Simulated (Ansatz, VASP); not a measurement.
SnO in VASP and in Ansatz

```xyz
4
Lattice="4.1324 0.0000 0.0000 -2.0662 3.5788 0.0000 0.0000 0.0000 5.1781" Properties=species:S:1:pos:R:3 pbc="T T T"
Sn    0.0000    2.3858    1.2945
Sn    2.0662    1.1929    3.8835
O     2.0662    1.1929    1.2945
O     0.0000    2.3858    3.8835
```

Alike in both runs: task single point; functional PBE; k mesh 6 × 6 × 4; no spin polarisation.

|  | VASP | Ansatz |
| --- | --- | --- |
| version | VASP 6.6.1 | Ansatz 0.2.0 |
| potentials or method | VASP PAW PBE potentials, release 64 (Sn_d, O) | plane waves, PAW |
| plane-wave cutoff (eV) | 520 | 420 |
| occupations | gaussian, width 0.01 eV | fixed |
| valence electrons in the cell | 40 | 40 |

|  | VASP | Ansatz | Ansatz less VASP |
| --- | --- | --- | --- |
| gap on the k mesh at the Fermi level (eV) | 0.41 | 0.42 | +0.004 |
| pressure (GPa) | 2.3 | 2.3 | +0.01 |
| traceless stress, the component that is largest in VASP (GPa) | -0.08 | -0.04 | +0.034 |
